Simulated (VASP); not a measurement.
A run of VASP 6.6.1 is set up as follows.

Contents of INCAR:

```
PREC = Accurate ; ENCUT = 520
EDIFF = 1E-6 ; ISMEAR = 0
SIGMA = 0.1 ; LREAL = F
LASPH = T ; NELM = 100
ALGO = Normal ; ISIF = 2
LWAVE = F ; LCHARG = F
GGA = PE ; NBANDS = 38
```

File KPOINTS:

```
regular mesh
0
Gamma
  12 12 6
```

The input POSCAR:

```
ZrTiN
1.0
    3.3485261873      0.0000000000      0.0000000000
    0.0000000000      3.3485261873      0.0000000000
    0.0000000000      0.0000000000      8.3562732918
Zr Ti N
2 2 2
Direct
    0.0000000000      0.5000000000      0.6303913749
    0.5000000000      0.0000000000      0.3696086251
    0.0000000000      0.5000000000      0.1034600313
    0.5000000000      0.0000000000      0.8965399687
    0.0000000000      0.5000000000      0.3545598793
    0.5000000000      0.0000000000      0.6454401207
```

Potentials or basis: VASP PAW PBE potentials, release 64 (Zr_sv, Ti_sv, N).

Command:

```console
$ cat potpaw_PBE.64/Zr_sv/POTCAR potpaw_PBE.64/Ti_sv/POTCAR potpaw_PBE.64/N/POTCAR > POTCAR
$ mpirun -np 1 vasp_std > vasp.out
```

**Question.** What does it give for the largest force?

**Answer.** 0.027 eV/Å.

**Question.** Predict the band gap on the k mesh.

**Answer.** Zero (bands 29 and 30 overlap by 1.03 eV).

**Question.** Predict the pressure.

**Answer.** -13.7 GPa.

Forces in eV/Å, atoms in the order of the input:
```
Zr   0.000  0.000  0.013
Zr   0.000  0.000 -0.013
Ti   0.000  0.000 -0.027
Ti   0.000  0.000  0.027
N    0.000  0.000  0.014
N    0.000  0.000 -0.014
```

Caveat: the cell stands under tension.
